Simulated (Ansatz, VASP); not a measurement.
## One calculation of Os, two programs

```
Os
1.0
    -1.54735    1.54735    1.54735
     1.54735   -1.54735    1.54735
     1.54735    1.54735   -1.54735
Os
1
Cartesian
  0.0000 0.0000 0.0000
```

Alike in both runs: functional PBE; k mesh 19 × 19 × 19; occupations fermi-dirac, width 0.05 eV; non-collinear spin, spin-orbit coupling.

Ansatz relaxed the structure, and its values are those at the end. VASP's run is a single point on that final structure, the one shown.

|  | VASP | Ansatz |
| --- | --- | --- |
| version | VASP 6.6.1 | Ansatz 0.2.0 |
| potentials or method | VASP PAW PBE potentials, release 64 (Os), cutoff 520 eV | all-electron LAPW |

Ansatz gave:

```
pressure (GPa)           : 0.0
net moment per atom (μB) : 0.00
```

Problem. What did VASP give for the same quantities?

Solution. Pressure (GPa): 0.1; net moment per atom (μB): 0.00.

Ansatz ran all-electron here, and VASP with PAW potentials.
